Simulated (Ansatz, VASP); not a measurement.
## Two plane-wave programs on CuI

```
Cu I
1.0
     0.00000    3.03150    3.03150
     3.03150    0.00000    3.03150
     3.03150    3.03150    0.00000
Cu I
1 1
Direct
  0.25000 0.25000 0.25000
  0.00000 0.00000 0.00000
```

Alike in both runs: task single point; functional r2SCAN; k mesh 6 × 6 × 6; no spin polarisation.

```csv
,VASP,Ansatz
version,VASP 6.6.1,Ansatz 0.2.0
potentials or method,"VASP PAW PBE potentials, release 64 (Cu, I)","plane waves, PAW"
plane-wave cutoff (eV),520,500
occupations,"gaussian, width 0.01 eV",fixed
valence electrons in the cell,18,36
```

|  | VASP | Ansatz | Ansatz less VASP |
| --- | --- | --- | --- |
| gap on the k mesh at the Fermi level (eV) | 1.61 | 1.61 | -0.004 |

VASP's potentials were made for PBE, not for r2SCAN. VASP's potentials hold 18 valence electrons a cell and Ansatz's 36, so a difference there can come from the potentials and not from the codes.

Neither program's run includes spin-orbit coupling.
